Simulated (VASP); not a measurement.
K, 1 atom in the cell. Symmetry: Im-3m, No. 229, cubic system. Conventional cell: a = 5.421 Å, b = 5.421 Å, c = 5.421 Å, α = 90.00°, β = 90.00°, γ = 90.00°. 

```yaml
Program: VASP 6.6.1
Task: single point
Functional: PBE
Potentials_or_basis: VASP PAW PBE potentials, release 64 (K_sv)
Cutoff: 520 eV
k_mesh: 14 × 14 × 14
Occupations: fermi-dirac, width 0.1 eV
Spin: no spin polarisation
Dipole_correction: no
Further_INCAR_settings: ALGO = Normal; EDIFF = 1e-06; NBANDS = 10
```

Potentials or basis: VASP PAW PBE potentials, release 64 (K_sv).

Launch:

```console
$ cat potpaw_PBE.64/K_sv/POTCAR > POTCAR
$ mpirun -np 1 vasp_std > vasp.out
```

Hardware: 1 thread of Intel(R) Xeon(R) Platinum 8559C (Emerald Rapids) (shared host).

Problem. How long does it take, and how much memory?

Solution. Run time: 27 s on 1 thread of Intel(R) Xeon(R) Platinum 8559C (Emerald Rapids), with other jobs on the host, peak memory 0.24 GiB. Counts: scf iterations 10, k points 104.
